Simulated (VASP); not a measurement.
Here is a VASP 6.6.1 calculation.

INCAR

```
PREC = Accurate
ENCUT = 600
EDIFF = 1E-7
ISMEAR = 0
SIGMA = 0.1
LREAL = False
LASPH = True
NELM = 200
ALGO = Normal
ISIF = 3
LWAVE = False
LCHARG = False
ISPIN = 2
MAGMOM = 4 3
LORBIT = 11
LMAXMIX = 4
GGA = PE
IBRION = 2
NSW = 90
EDIFFG = -0.04
GGA_COMPAT = False
NELMIN = 4
```

File KPOINTS:

```
Automatic mesh
0
Gamma
  6 6 6
```

POSCAR

```
FeCo
1.0
    2.6816841900      0.0000000000      0.0000000000
    0.0000000000      2.6816841900      0.0000000000
    0.0000000000      0.0000000000      2.6816841900
Fe Co
1 1
Direct
    0.5000000000      0.5000000000      0.5000000000
    0.0000000000      0.0000000000      0.0000000000
```

Potentials or basis: VASP PAW PBE potentials, release 64 (Fe, Co).

Command:

```sh
$ cat potpaw_PBE.64/Fe/POTCAR potpaw_PBE.64/Co/POTCAR > POTCAR
$ mpirun -np 1 vasp_std > vasp.out
```

(1) Predict the relaxed volume.

(2) Estimate the space group after relaxing (to 0.1 Å).

(3) Estimate the relaxed cell.

(4) Predict the net moment.

## Answers

(1) 11.59 Å³/atom.

(2) Pm-3m (No. 221).

(3) a = 2.851 Å, b = 2.851 Å, c = 2.851 Å, α = 90.00°, β = 90.00°, γ = 90.00°.

(4) 4.71 μB per cell.

Caveat: the k points lie up to 0.37 Å⁻¹ apart in the final cell; the volume moved by over 15 % at a fixed basis, so the end points are rough.
